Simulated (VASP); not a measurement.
Wanted: the native input for a VASP 6.6.1 run.

| Item | Value |
| --- | --- |
| Task | single point |
| Functional | PBE |
| Potentials or basis | VASP PAW PBE potentials, release 64 (Si, C) |
| Cutoff | 520 eV |
| k mesh | 6 × 6 × 2 |
| Occupations | gaussian, width 0.1 eV |
| Spin | no spin polarisation |
| Dipole correction | no |
| Further INCAR settings | ALGO = Normal; EDIFF = 1e-07; NBANDS = 21 |

The structure of SiC2 lies in POSCAR:

```
SiC2
1.0
    2.6447227300      0.0000000000      0.0000000000
   -1.3223613600      2.2903970700      0.0000000000
    0.0000000000      0.0000000000     13.4789956300
Si C
2 4
Direct
    0.3333333300      0.6666666700      0.4166666700
    0.6666666700      0.3333333300      0.5833333300
    0.3333333300      0.6666666700      0.7500000000
    0.3333333300      0.6666666700      0.0833333300
    0.6666666700      0.3333333300      0.9166666700
    0.6666666700      0.3333333300      0.2500000000
```

One way to write it, as run:

INCAR

```
SYSTEM = SiC2
PREC = Accurate
ENCUT = 520
EDIFF = 1E-7
ISMEAR = 0
SIGMA = 0.1
LREAL = .False.
LASPH = .True.
NELM = 80
ALGO = Normal
ISIF = 2
LWAVE = .False.
LCHARG = .True.
GGA = PE
LELF = .True.
LVHAR = .True.
NBANDS = 21
```

KPOINTS

```
regular mesh
0
Gamma
  6 6 2
  0 0 0
```

Potentials or basis: VASP PAW PBE potentials, release 64 (Si, C).

The run is started by

```bash
$ cat potpaw_PBE.64/Si/POTCAR potpaw_PBE.64/C/POTCAR > POTCAR
$ mpirun -np 1 vasp_std > vasp.out
```

It gave:

```
Pressure               : -18.5 GPa
Largest force          : 1.716 eV/Å
Band gap on the k mesh : zero (bands 12 and 13 overlap by 5.55 eV)
```

Caveat: the k points lie up to 0.46 Å⁻¹ apart, too coarse for converged energies and pressures of a metal; forces of over 1 eV/Å act on the atoms, so gaps and moduli don't describe the material at rest.

Wall time 13 s on 1 thread of Intel(R) Xeon(R) 6975P-C (Granite Rapids), with other jobs on the host, peak memory 0.19 GiB.
